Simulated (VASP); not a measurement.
Input of a VASP 6.6.1 run:

Contents of INCAR:

```
SYSTEM = NaCl
PREC     = Accurate       ! precision mode
ENCUT    = 520            ! plane-wave cutoff, eV
EDIFF    = 1E-6           ! SCF threshold, eV
ISMEAR   = -1             ! smearing method
SIGMA    = 0.03           ! smearing width, eV
LREAL    = .False.        ! projectors in reciprocal space
LASPH    = .True.         ! aspherical terms in the spheres
NELM     = 80             ! most SCF steps
ALGO     = Normal         ! electronic algorithm
ISIF     = 2              ! what is computed and relaxed
LWAVE    = .False.        ! write WAVECAR
LCHARG   = .True.         ! write CHGCAR
LELF     = .True.         ! ELF
LVHAR    = .True.       
NBANDS   = 14             ! bands
```

The input KPOINTS:

```
regular mesh
0
Gamma
  9 9 9
  0 0 0
```

POSCAR

```
NaCl
1.0
    2.8600000000      0.0000000000      0.0000000000
    0.0000000000      2.8600000000      0.0000000000
    0.0000000000      0.0000000000      2.8600000000
Na Cl
1 1
Direct
    0.0000000000      0.0000000000      0.0000000000
    0.5000000000      0.5000000000      0.5000000000
```

Potentials or basis: VASP PAW LDA potentials, release 64 (Na_pv, Cl).

Run with:

```bash
$ cat potpaw_LDA.64/Na_pv/POTCAR potpaw_LDA.64/Cl/POTCAR > POTCAR
$ mpirun -np 1 vasp_std > vasp.out
```

Estimate the band gap on the k mesh.

4.40 eV, direct.

Estimate the pressure.

54.5 GPa.

A k mesh can miss the band edges.
